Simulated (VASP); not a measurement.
# In (P6_3/mmc) in VASP: a series of runs

Aim: see how the results for In move with the level of theory and the settings. Levels: PBEsol, RPBE+D3(BJ), PBEsol+D4. Tasks: relaxation of cell and atoms, single point.

Everything below comes from runs of VASP 6.6.1. Logs are shortened: lines on timing, memory, paths and dates and some standing lists are left out, and cuts for length are marked.

**1. The cell of the first run**

The structure is hexagonal, space group P6_3/mmc (No. 194). The conventional cell has a = 3.335 Å, b = 3.335 Å, c = 5.509 Å, α = 90.00°, β = 90.00°, γ = 120.00°. Within 4.4 Å of In (site symmetry -6m2) lie 12 In at 3.34 to 3.36 Å.

**2. Relaxation of cell and atoms, PBEsol, target pressure 10 GPa, at which the enthalpy is minimised**

Input file INCAR:

```
  PREC = Accurate
  ENCUT = 600
  EDIFF = 1E-6
  ISMEAR = -1
  SIGMA = 0.05
  LREAL = F
  LASPH = T
  NELM = 80
  ALGO = Normal
  ISIF = 3
  LWAVE = F
  LCHARG = F
  GGA = PS
  IBRION = 2
  NSW = 80
  EDIFFG = -0.01
  PSTRESS = 100.0
```

Input file KPOINTS:

```
regular mesh
0
Gamma
  9 9 5
```

Input file POSCAR:

```
In
1.0
    3.3354847820      0.0000000000      0.0000000000
   -1.6677423910      2.8886145552      0.0000000000
    0.0000000000      0.0000000000      5.5091429200
In
2
Direct
    0.6666666667      0.3333333333      0.7500000000
    0.3333333333      0.6666666667      0.2500000000
```

Potentials or basis: VASP PAW PBE potentials, release 64 (In_d).

Launch:

```
cat potpaw_PBE.64/In_d/POTCAR > POTCAR
mpirun -np 1 vasp_std > vasp.out
```

OUTCAR:

```text
PREC = Accurate
   ENCUT = 600
   EDIFF = 1E-6
   ISMEAR = -1
   LREAL = F
   LASPH = T
   NELM = 80
   ISIF = 3
   GGA = PS
   IBRION = 2
   NSW = 80
   EDIFFG = -0.01
   PSTRESS = 100.0

 ion  position               nearest neighbor table
   1  0.667  0.333  0.750-   2 3.36   2 3.36   2 3.36   2 3.36   2 3.36   2 3.36
   2  0.333  0.667  0.250-   1 3.36   1 3.36   1 3.36   1 3.36   1 3.36   1 3.36

  LATTYP: Found a hexagonal cell.
 ALAT       =     3.3354847820
 C/A-ratio  =     1.6516768266

  Lattice vectors:

 A1 = (   3.3354847820,   0.0000000000,   0.0000000000)
 A2 = (  -1.6677423910,   2.8886145552,   0.0000000000)
 A3 = (   0.0000000000,   0.0000000000,   5.5091429200)

Analysis of symmetry for initial positions (statically):
=====================================================================
 Subroutine PRICEL returns:
 Original cell was already a primitive cell.

 Routine SETGRP: Setting up the symmetry group for a
 hexagonal supercell.

 Subroutine GETGRP returns: Found 24 space group operations
 (whereof 12 operations were pure point group operations)
 out of a pool of 24 trial point group operations.

The static configuration has the point symmetry D_3d.
 The point group associated with its full space group is D_6h.

Analysis of symmetry for dynamics (positions and initial velocities):
=====================================================================
 Subroutine PRICEL returns:
 Original cell was already a primitive cell.

 Routine SETGRP: Setting up the symmetry group for a
 hexagonal supercell.

 Subroutine GETGRP returns: Found 24 space group operations
 (whereof 12 operations were pure point group operations)
 out of a pool of 24 trial point group operations.

The dynamic configuration has the point symmetry D_3d.
 The point group associated with its full space group is D_6h.

 Subroutine INISYM returns: Found 24 space group operations
 (whereof 12 operations are pure point group operations),
 and found     1 'primitive' translations

----------------------------------------------------------------------------------------

                                     Primitive cell

  volume of cell :      53.0802

  direct lattice vectors                    reciprocal lattice vectors
     3.335484782  0.000000000  0.000000000     0.299806495  0.173093360  0.000000000
    -1.667742391  2.888614555  0.000000000     0.000000000  0.346186721  0.000000000
     0.000000000  0.000000000  5.509142920     0.000000000  0.000000000  0.181516438
[... 85 lines left out ...]
   LREAL  =      F    real-space projection
   EDIFFG = -.1E-01   stopping-criterion for IOM
   NSW    =     80    number of steps for IOM
   IBRION =      2    ionic relax: 0-MD 1-quasi-New 2-CG
   NFREE  =      1    steps in history (QN), initial steepest desc. (CG)
   ISIF   =      3    stress and relaxation
   ISYM   =      2    0-nonsym 1-usesym 2-fastsym
   POTIM  = 0.5000    time-step for ionic-motion
   TEBEG  =    0.0;   TEEND  =   0.0 temperature during run
   PSTRESS=  100.0 pullay stress
   NELECT =      26.0000    total number of electrons
   NUPDOWN=      -1.0000    fix difference up-down
   EMIN   =  10.00;   EMAX   =-10.00  energy-range for DOS
   EFERMI =   0.00;   METHOD = LEGACY
   ISMEAR =    -1;   SIGMA  =   0.05  broadening in eV -4-tet -1-fermi 0-gaus
   EFERMI_NEDOS =   21; number of points for ismear=-14 and -15
   IALGO  =     38    algorithm
   IMIX   =      4    mixing-type and parameters
     AMIX     =   0.40;   BMIX     =  1.00
     AMIX_MAG =   1.60;   BMIX_MAG =  1.00
  volume/ion in A,a.u.               =      26.54       179.10
  Fermi-wavevector in a.u.,A,eV,Ry     =   1.290491  2.438675 22.658704  1.665368
  Thomas-Fermi vector in A             =   2.422320
   LORBIT       =      0    0 simple, 1 ext, 2 COOP (PROOUT), +10 PAW based schemes
   GGA     = PS    functional components
   LHFCALC =     F    Hartree Fock is set to
   AEXX    =    0.0000 exact exchange contribution
   IVDW    =     0    specifies the selected vdW correction
   LEPSILON=     F    determine dielectric tensor
   LRPA    =     F    only Hartree local field effects (RPA)
 conjugate gradient relaxation of ions
 non-spin polarized calculation
  energy-cutoff  :      600.00
  volume of cell :       53.08
 maximum number of plane-waves:      1789
 NGX is ok and might be reduce to    28
   NGX = 13   NGY = 13   NGZ = 23

--------------------------------------- Ionic step        1  -------------------------------------------

 number of electron      25.9999998 magnetization

 Free energy of the ion-electron system (eV)
  ---------------------------------------------------
  ext. energy  EPLUGINS =         0.00000000
  ---------------------------------------------------
  free energy    TOTEN  =        -5.92955187 eV

  energy without entropy =       -5.91575182  energy(sigma->0) =       -5.92265184

------------------------ aborting loop because EDIFF is reached ----------------------------------------

  FORCE on cell =-STRESS in cart. coord.  units (eV):
  Direction    XX          YY          ZZ          XY          YZ          ZX
  --------------------------------------------------------------------------------------
  -------------------------------------------------------------------------------------
  Total       -0.4217403     -0.4217403     -0.5112099      0.0000000     -0.0000000     -0.0000000
  in kB      -12.7298427    -12.7298427    -15.4304027      0.0000000     -0.0000000     -0.0000000
  external PRESSURE =    -113.6300294 kB  Pullay stress =     100.0000000 kB
[... 25 lines left out ...]
--------------------------------------- Ionic step        2  -------------------------------------------

 number of electron      25.9999999 magnetization

 E-fermi :  11.0414     XC(G=0): -11.7680

 val. band max:       11.0298115113   @ k =   0.2222   0.2222   0.2000
 cond. band min:      11.1541476655   @ k =   0.4444   0.0000   0.2000
 fundamental gap:      0.1243361542
 Fermi energy:        11.0413745860

 k-point     1 :       0.0000    0.0000    0.0000
  band No.  band energies     occupation
      1      -4.3514      2.00000
      2      -4.1210      2.00000
      3      -4.0598      2.00000
      4      -4.0598      2.00000
      5      -3.9960      2.00000
      6      -3.9960      2.00000
[... 736 lines left out ...]
--------------------------------------- Ionic step        9  -------------------------------------------

 number of electron      26.0000003 magnetization

 Free energy of the ion-electron system (eV)
  ---------------------------------------------------
  ext. energy  EPLUGINS =         0.00000000
  ---------------------------------------------------
  free energy    TOTEN  =        -5.74600808 eV

  energy without entropy =       -5.74137376  energy(sigma->0) =       -5.74369092

 E-fermi :   9.5205     XC(G=0): -11.2574

 val. band max:        9.4856192597   @ k =   0.3333   0.3333   0.4000
 cond. band min:       9.7043862889   @ k =   0.3333   0.1111   0.4000
 fundamental gap:      0.2187670293
 Fermi energy:         9.5204788908

 k-point     1 :       0.0000    0.0000    0.0000
  band No.  band energies     occupation
      1      -5.4562      2.00000
      2      -5.2909      2.00000
      3      -5.2579      2.00000
      4      -5.2579      2.00000
      5      -5.2075      2.00000
      6      -5.2075      2.00000
[... 504 lines left out ...]
  energy  without entropy=       -5.7413737583  energy(sigma->0) =       -5.74369092

  enthalpy is  TOTEN    =        -2.9982584605 eV   P V=        2.7477496174

 reached required accuracy - stopping structural energy minimisation
```

CONTCAR:

```text
In
   1.00000000000000
     3.1503153447556516    0.0000000000000000   -0.0000000000000000
    -1.5751576723778258    2.7282531185488281    0.0000000000000000
    -0.0000000000000000   -0.0000000000000000    5.1221117531310547
  In
     2
Direct
     0.6666666667000030    0.3333333332999970    0.7500000000000000
     0.3333333332999970    0.6666666667000030    0.2500000000000000

  0.00000000E+00  0.00000000E+00  0.00000000E+00
  0.00000000E+00  0.00000000E+00  0.00000000E+00
```

Wall time 2.7 min (1 thread of Intel Xeon 6975P-C, shared host); peak memory 0.22 GiB.

What came out:

| Property | Result |
| --- | --- |
| Free energy | -5.7460 eV |
| Relaxed volume | 22.01 Å³/atom |
| Relaxed cell | a = 3.150 Å, b = 3.150 Å, c = 5.122 Å, α = 90.00°, β = 90.00°, γ = 120.00° |
| Space group after relaxing (to 0.05 Å) | P6_3/mmc (No. 194) |
| Energy change on relaxing (the enthalpy is what falls) | +91.8 meV/atom |
| Ionic steps | 9 |
| Pressure after relaxing | 10.0 GPa |
| Band gap on the k mesh | zero (band 13 reaches 12.26 eV, above the bottom of band 14 at 7.29 eV) |

Step by step:
```csv
step,energy change (eV),largest force (eV/Å),pressure (GPa),volume (Å³)
1,0.0000,0.0000,-1.36,53.08
2,0.5769,0.0000,21.27,39.89
3,0.1822,0.0000,9.90,44.10
4,0.1928,0.0000,10.24,43.93
5,0.1938,0.0000,10.31,43.86
6,0.1937,0.0000,10.33,43.86
7,0.1936,0.0000,10.31,43.86
8,0.1775,0.0000,9.78,44.12
9,0.1835,0.0000,10.00,44.02
```

Final structure:
```cif
data_structure
_symmetry_space_group_name_H-M 'P 1'
_symmetry_Int_Tables_number 1
_cell_length_a 3.1503
_cell_length_b 3.1503
_cell_length_c 5.1221
_cell_angle_alpha 90.000
_cell_angle_beta 90.000
_cell_angle_gamma 120.000
_cell_volume 44.02
loop_
_atom_site_label
_atom_site_type_symbol
_atom_site_fract_x
_atom_site_fract_y
_atom_site_fract_z
_atom_site_occupancy
In1 In 0.66667 0.33333 0.75000 1
In2 In 0.33333 0.66667 0.25000 1
```

Caveat: the cell is relaxed towards a set pressure, so the enthalpy falls and the energy may rise; the volume moved by over 15 % at a fixed basis, so the end points are rough; the PAW data sets were made with another functional, which shifts forces and pressure a little; spin-orbit coupling is left out, which moves the levels of the heavy elements.

**3. Single point, RPBE+D3(BJ)**

This run uses another cell than the first one, of 20.20 Å³/atom, 0.761 times its volume.

Input file INCAR:

```
PREC     = Accurate       # precision mode
ENCUT    = 520            # plane-wave cutoff, eV
EDIFF    = 1E-7           # SCF threshold, eV
ISMEAR   = -1             # smearing method
SIGMA    = 0.05           # smearing width, eV
LREAL    = F              # projectors in reciprocal space
LASPH    = T              # aspherical terms in the spheres
NELM     = 60             # most SCF steps
ALGO     = Fast           # electronic algorithm
ISIF     = 2              # what is computed and relaxed
LWAVE    = F              # write WAVECAR
LCHARG   = T              # write CHGCAR
GGA      = RP             # functional
IVDW     = 12             # dispersion correction
LELF     = T              # ELF
LVHAR    = T            
NBANDS   = 20             # bands
```

Input file KPOINTS:

```
Automatic mesh
0
Gamma
  9 9 5
```

Input file POSCAR:

```
In
1.0
    3.0606760255      0.0000000000      0.0000000000
   -1.5303380128      2.6506231909      0.0000000000
    0.0000000000      0.0000000000      4.9789174987
In
2
Direct
    0.6666666667      0.3333333333      0.7500000000
    0.3333333333      0.6666666667      0.2500000000
```

Potentials or basis: VASP PAW PBE potentials, release 64 (In_d).

Launch:

```
cat potpaw_PBE.64/In_d/POTCAR > POTCAR
mpirun -np 1 vasp_std > vasp.out
```

It took 68 s on 1 thread of AMD EPYC 7R13, shared host; peak memory 0.14 GiB.

It converged, with:

```yaml
Free_energy: -9.1562 eV
Pressure: 0.0 GPa
Band_gap_on_the_k_mesh: zero (band 13 reaches 14.05 eV, above the bottom of band 14 at 8.72 eV)
Dispersion_energy_per_atom: -2.900 eV
```

Levels at points of the mesh, in eV from the Fermi level:
| k point | band 9 | band 10 | band 11 | band 12 | band 13 | band 14 | band 15 | band 16 | band 17 | band 18 |
| --- | --- | --- | --- | --- | --- | --- | --- | --- | --- | --- |
| (0.00, 0.00, 0.00) | -14.62 | -14.62 | -11.67 | -4.74 | -4.44 | 10.18 | 10.18 | 11.21 | 12.31 | 12.31 |

Caveat: the PAW data sets were made with another functional, which shifts forces and pressure a little; spin-orbit coupling is left out, which moves the levels of the heavy elements; pairwise dispersion overbinds metals, which lowers pressure and volume.

**4. Single point, PBEsol+D4**

This run uses another cell than the first one, of 24.87 Å³/atom, 0.937 times its volume.

Input file INCAR:

```
SYSTEM = In
PREC = Accurate
ENCUT = 520
EDIFF = 1E-7
ISMEAR = -1
SIGMA = 0.05
LREAL = .FALSE.
LASPH = .TRUE.
NELM = 80
ALGO = Normal
ISIF = 2
LWAVE = .FALSE.
LCHARG = .FALSE.
GGA = PS
IVDW = 13
NBANDS = 20
```

Input file KPOINTS:

```
Automatic mesh
0
G
  9 9 5
  0 0 0
```

Input file POSCAR:

```
In
1.0
    3.2794399354      0.0000000000      0.0000000000
   -1.6397199677      2.8400782943      0.0000000000
    0.0000000000      0.0000000000      5.3407328855
In
2
Direct
    0.6666666667      0.3333333333      0.7500000000
    0.3333333333      0.6666666667      0.2500000000
```

Launch:

```
cat potpaw_PBE.64/In_d/POTCAR > POTCAR
mpirun -np 1 vasp_std > vasp.out
```

It took 54 s on 1 thread of AMD EPYC 7R13, shared host; peak memory 0.14 GiB.

Results (log left out):

```yaml
Free_energy: -6.3727 eV
Pressure: 0.0 GPa
Band_gap_on_the_k_mesh: zero (band 13 reaches 10.37 eV, above the bottom of band 14 at 5.95 eV)
Dispersion_energy_per_atom: -0.221 eV
```

Levels at points of the mesh, in eV from the Fermi level:
```tsv
k point	band 10	band 11	band 12	band 13	band 14	band 15	band 16	band 17
(0.00, 0.00, 0.00)	-14.28	-9.96	-4.37	-3.64	8.61	8.61	10.54	10.54
```

Caveat: the PAW data sets were made with another functional, which shifts forces and pressure a little; spin-orbit coupling is left out, which moves the levels of the heavy elements; pairwise dispersion overbinds metals, which lowers pressure and volume.

**5. The runs side by side**

| task | level | cell | cutoff (eV) | gap on the mesh (eV) | pressure (GPa) |
| --- | --- | --- | --- | --- | --- |
| relaxation of cell and atoms | PBEsol | relaxed to 10 GPa from a = 3.335, b = 3.335, c = 5.509 Å, angles 90.0, 90.0, 120.0°, 2 atoms | 600 | none | 10.0 |
| single point | RPBE+D3(BJ) | a = 3.061, b = 3.061, c = 4.979 Å, angles 90.0, 90.0, 120.0°, 2 atoms | 520 | none | 0.0 |
| single point | PBEsol+D4 | a = 3.279, b = 3.279, c = 5.341 Å, angles 90.0, 90.0, 120.0°, 2 atoms | 520 | none | 0.0 |

Alike in all rows: potentials or basis VASP PAW PBE potentials, release 64 (In_d); no spin polarisation; k mesh 9 × 9 × 5; smearing fermi-dirac 0.05 eV.

Caveats: the PAW data sets were made with another functional, which shifts forces and pressure a little; spin-orbit coupling is left out, which moves the levels of the heavy elements; pairwise dispersion overbinds metals, which lowers pressure and volume (some runs); the cell is relaxed towards a set pressure, so the enthalpy falls and the energy may rise (some runs); the volume moved by over 15 % at a fixed basis, so the end points are rough (some runs).

Absolute energies hang on the potentials; compare differences alone.
